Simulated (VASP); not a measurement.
# Ag (P6_3/mmc) in VASP: notebook, part 2 of 2

VASP 6.6.1. The steps go on from the part before.

## 3. Single point, PBEsol (strain +0.1500 x Voigt [0, 0, 1, 0, 0, 0])

INCAR

```
PREC     = Accurate       # precision mode
ENCUT    = 520            # plane-wave cutoff, eV
EDIFF    = 1E-7           # SCF threshold, eV
ISMEAR   = 0              # smearing method
SIGMA    = 0.15           # smearing width, eV
LREAL    = False          # projectors in reciprocal space
LASPH    = True           # aspherical terms in the spheres
NELM     = 100            # most SCF steps
ALGO     = Fast           # electronic algorithm
ISIF     = 2              # what is computed and relaxed
LWAVE    = False          # write WAVECAR
LCHARG   = False          # write CHGCAR
GGA      = PS             # functional
NBANDS   = 18             # bands
```

KPOINTS

```
regular mesh
0
Gamma
  18 18 10
```

POSCAR

```
Ag
1.0
    2.9299980804      0.0000000000      0.0000000000
   -1.4649990402      2.5374527707      0.0000000000
    0.0000000000      0.0000000000      5.5085000000
Ag
2
Direct
    0.3333333333      0.6666666667      0.2500000000
    0.6666666667      0.3333333333      0.7500000000
```

Potentials or basis: VASP PAW PBE potentials, release 64 (Ag).

Launch:

```sh
$ cat potpaw_PBE.64/Ag/POTCAR > POTCAR
$ mpirun -np 1 vasp_std > vasp.out
```

OUTCAR:

```text
PREC = Accurate
   ENCUT = 520
   EDIFF = 1E-7
   ISMEAR = 0
   LREAL = False
   LASPH = True
   NELM = 100
   ISIF = 2
   GGA = PS

 ion  position               nearest neighbor table
   1  0.333  0.667  0.250-   2 3.23   2 3.23   2 3.23   2 3.23   2 3.23   2 3.23
   2  0.667  0.333  0.750-   1 3.23   1 3.23   1 3.23   1 3.23   1 3.23   1 3.23

  LATTYP: Found a hexagonal cell.
 ALAT       =     2.9299980804
 C/A-ratio  =     1.8800353614

  Lattice vectors:

 A1 = (   2.9299980804,   0.0000000000,   0.0000000000)
 A2 = (  -1.4649990402,   2.5374527707,   0.0000000000)
 A3 = (   0.0000000000,   0.0000000000,   5.5085000000)

Analysis of symmetry for initial positions (statically):
=====================================================================
 Subroutine PRICEL returns:
 Original cell was already a primitive cell.

 Routine SETGRP: Setting up the symmetry group for a
 hexagonal supercell.

 Subroutine GETGRP returns: Found 24 space group operations
 (whereof 12 operations were pure point group operations)
 out of a pool of 24 trial point group operations.

The static configuration has the point symmetry D_3d.
 The point group associated with its full space group is D_6h.

Analysis of symmetry for dynamics (positions and initial velocities):
=====================================================================
 Subroutine PRICEL returns:
 Original cell was already a primitive cell.

 Routine SETGRP: Setting up the symmetry group for a
 hexagonal supercell.

 Subroutine GETGRP returns: Found 24 space group operations
 (whereof 12 operations were pure point group operations)
 out of a pool of 24 trial point group operations.

The dynamic configuration has the point symmetry D_3d.
 The point group associated with its full space group is D_6h.

 Subroutine INISYM returns: Found 24 space group operations
 (whereof 12 operations are pure point group operations),
 and found     1 'primitive' translations

----------------------------------------------------------------------------------------

                                     Primitive cell

  volume of cell :      40.9542

  direct lattice vectors                    reciprocal lattice vectors
     2.929998080  0.000000000  0.000000000     0.341297152  0.197048003  0.000000000
    -1.464999040  2.537452771  0.000000000     0.000000000  0.394096005  0.000000000
     0.000000000  0.000000000  5.508500000     0.000000000  0.000000000  0.181537624

  length of vectors
     2.929998080  2.929998080  5.508500000     0.394096005  0.394096005  0.181537624

  position of ions in fractional coordinates (direct lattice)
     0.333333333  0.666666667  0.250000000
     0.666666667  0.333333333  0.750000000

  ion indices of the primitive-cell ions
   primitive index   ion index
                 1           1
                 2           2

----------------------------------------------------------------------------------------

 KPOINTS: regular mesh

Automatic generation of k-mesh.
 Grid dimensions read from file:
 generate k-points for:   18   18   10

 Generating k-lattice:

  Cartesian coordinates                     Fractional coordinates (reciprocal lattice)
     0.018960953  0.010947111  0.000000000     0.055555556  0.000000000  0.000000000
     0.000000000  0.021894223  0.000000000     0.000000000  0.055555556  0.000000000
     0.000000000  0.000000000  0.018153762     0.000000000  0.000000000  0.100000000

  Length of vectors
     0.021894223  0.021894223  0.018153762

  Shift w.r.t. Gamma in fractional coordinates (k-lattice)
     0.000000000  0.000000000  0.000000000

 Subroutine IBZKPT returns following result:
 ===========================================

 Found    222 irreducible k-points:

 Following reciprocal coordinates:
            Coordinates               Weight
  0.000000  0.000000  0.000000      1.000000
  0.055556  0.000000  0.000000      6.000000
  0.111111  0.000000  0.000000      6.000000
  0.166667  0.000000  0.000000      6.000000
  0.222222  0.000000  0.000000      6.000000
  0.277778  0.000000  0.000000      6.000000
[... 16 lines left out ...]
  0.333333  0.111111  0.000000     12.000000
  0.388889  0.111111  0.000000     12.000000
 [... further k-points ...]
   k-points           NKPTS =    222   k-points in BZ     NKDIM =    222   number of bands    NBANDS=     18
   number of dos      NEDOS =    301   number of ions     NIONS =      2
   total plane-waves  NPLWV =  24192
   dimension x,y,z NGX =    24 NGY =   24 NGZ =   42
   dimension x,y,z NGXF=    48 NGYF=   48 NGZF=   84
   ions per type =               2
   NGX,Y,Z   is equivalent  to a cutoff of  13.62, 13.62, 12.68 a.u.
   NGXF,Y,Z  is equivalent  to a cutoff of  27.23, 27.23, 25.35 a.u.
 SYSTEM =  unknown system
   PREC   = accura    normal or accurate (medium, high low for compatibility)
   ISTART =      0    job   : 0-new  1-cont  2-samecut
   ICHARG =      2    charge: 1-file 2-atom 10-const
   ISPIN  =      1    spin polarized calculation?
   LNONCOLLINEAR =      F non collinear calculations
   LSORBIT =      F    spin-orbit coupling
   LASPH  =      T    aspherical Exc in radial PAW
   ENCUT  =  520.0 eV  38.22 Ry    6.18 a.u.   5.45  5.45 10.24*2*pi/ulx,y,z
   NELM   =    100;   NELMIN=  2; NELMDL= -5     # of ELM steps
   EDIFF  = 0.1E-06   stopping-criterion for ELM
   LREAL  =      F    real-space projection
   EDIFFG = 0.1E-05   stopping-criterion for IOM
   NSW    =      0    number of steps for IOM
   IBRION =     -1    ionic relax: 0-MD 1-quasi-New 2-CG
   NFREE  =      0    steps in history (QN), initial steepest desc. (CG)
   ISIF   =      2    stress and relaxation
   ISYM   =      2    0-nonsym 1-usesym 2-fastsym
   POTIM  = 0.5000    time-step for ionic-motion
   TEBEG  =    0.0;   TEEND  =   0.0 temperature during run
   PSTRESS=    0.0 pullay stress
   NELECT =      22.0000    total number of electrons
   NUPDOWN=      -1.0000    fix difference up-down
   EMIN   =  10.00;   EMAX   =-10.00  energy-range for DOS
   EFERMI =   0.00;   METHOD = LEGACY
   ISMEAR =     0;   SIGMA  =   0.15  broadening in eV -4-tet -1-fermi 0-gaus
   EFERMI_NEDOS =   21; number of points for ismear=-14 and -15
   IALGO  =     68    algorithm
   IMIX   =      4    mixing-type and parameters
     AMIX     =   0.40;   BMIX     =  1.00
     AMIX_MAG =   1.60;   BMIX_MAG =  1.00
  volume/ion in A,a.u.               =      20.48       138.19
  Fermi-wavevector in a.u.,A,eV,Ry     =   1.330810  2.514867 24.096683  1.771056
  Thomas-Fermi vector in A             =   2.459869
   LORBIT       =      0    0 simple, 1 ext, 2 COOP (PROOUT), +10 PAW based schemes
   GGA     = PS    functional components
   LHFCALC =     F    Hartree Fock is set to
   AEXX    =    0.0000 exact exchange contribution
   IVDW    =     0    specifies the selected vdW correction
   LEPSILON=     F    determine dielectric tensor
   LRPA    =     F    only Hartree local field effects (RPA)
 non-spin polarized calculation
 RMM-DIIS sequential band-by-band and
 Gauss-broadening in eV      SIGMA  =   0.15
  energy-cutoff  :      520.00
  volume of cell :       40.95
 maximum number of plane-waves:      1136
 NGX is ok and might be reduce to    24
   NGX = 11   NGY = 11   NGZ = 21

 number of electron      22.0000013 magnetization

 Free energy of the ion-electron system (eV)
  ---------------------------------------------------
  ext. energy  EPLUGINS =         0.00000000
  ---------------------------------------------------
  free energy    TOTEN  =        -6.15317770 eV

  energy without entropy =       -6.14611005  energy(sigma->0) =       -6.14964387

 E-fermi :   5.9621     XC(G=0): -11.3372

 val. band max:        5.9541532836   @ k =   0.2778   0.2222   0.2000
 cond. band min:       5.9994828474   @ k =   0.3889   0.1111   0.0000
 fundamental gap:      0.0453295638
 Fermi energy:         5.9620547718

 k-point     1 :       0.0000    0.0000    0.0000
  band No.  band energies     occupation
      1      -0.6645      2.00000
      2       0.3340      2.00000
      3       1.3311      2.00000
      4       1.7406      2.00000
      5       1.7406      2.00000
      6       1.8327      2.00000
[... 10 lines left out ...]
     17      24.3177      0.00000
     18      24.3189      0.00000
[... 463 lines left out ...]
 k-point    24 :       0.3889    0.1111    0.0000
  band No.  band energies     occupation
      1       0.6347      2.00000
      2       0.8375      2.00000
      3       0.9771      2.00000
      4       1.7698      2.00000
      5       2.0373      2.00000
      6       2.0668      2.00000
[... 10 lines left out ...]
     17      15.5583      0.00000
     18      20.3831      0.00000

 [... further k-points ...]
[... 5 lines left out ...]
  --------------------------------------------------------------------------------------
  -------------------------------------------------------------------------------------
  Total       -2.6651795     -2.6651795     -3.8791461      0.0000000      0.0000000      0.0000000
  in kB     -104.2649604   -104.2649604   -151.7567670      0.0000000      0.0000000      0.0000000
  external PRESSURE =    -120.0955626 kB  Pullay stress =       0.0000000 kB

 VOLUME and BASIS-vectors are now :
 -----------------------------------------------------------------------------
  energy-cutoff  :      520.00
  volume of cell :       40.95
      direct lattice vectors                 reciprocal lattice vectors
     2.929998080  0.000000000  0.000000000     0.341297152  0.197048003  0.000000000
    -1.464999040  2.537452771  0.000000000     0.000000000  0.394096005  0.000000000
     0.000000000  0.000000000  5.508500000     0.000000000  0.000000000  0.181537624

 POSITION                                       TOTAL-FORCE (eV/Angst)
 -----------------------------------------------------------------------------------
     -0.00000      1.69164      1.37712         0.000000      0.000000      0.000000
      1.46500      0.84582      4.13138        -0.000000     -0.000000      0.000000
 -----------------------------------------------------------------------------------
    total drift:                               -0.000000      0.000000     -0.000000

  FREE ENERGIE OF THE ION-ELECTRON SYSTEM (eV)
  ---------------------------------------------------
  free  energy   TOTEN  =        -6.1531776976 eV

  energy  without entropy=       -6.1461100511  energy(sigma->0) =       -6.14964387
```

Wall time 71 s (1 thread of AMD EPYC 9R45 (Zen 5), shared host); peak memory 0.23 GiB.

Results:

- Free energy: -6.1532 eV
- Pressure: -12.0 GPa
- Band gap on the k mesh: zero (band 11 reaches 10.22 eV, above the bottom of band 12 at 2.80 eV)

Levels at points of the mesh, in eV from the Fermi level:
```
           k point  band 7  band 8  band 9  band 10  band 11  band 12  band 13  band 14  band 15  band 16
(0.00, 0.00, 0.00)   -4.13   -3.39   -3.39    -2.98    -2.98    -0.72     1.08    13.39    16.06    17.45
(0.50, 0.00, 0.00)   -3.29   -3.02   -2.64    -2.60     0.52     1.67     5.36     6.04     7.17     8.70
(0.00, 0.00, 0.50)   -4.10   -4.10   -3.16    -3.16    -3.16    -3.16     7.19     7.19    16.37    16.37
(0.50, 0.00, 0.50)   -3.06   -3.06   -2.62    -2.62     1.09     1.09     3.99     3.99    11.15    11.15
```

Caveat: the cell differs from its parent crystal (strain +0.1500 x Voigt [0, 0, 1, 0, 0, 0]); the PAW data sets were made with another functional, which shifts forces and pressure a little.
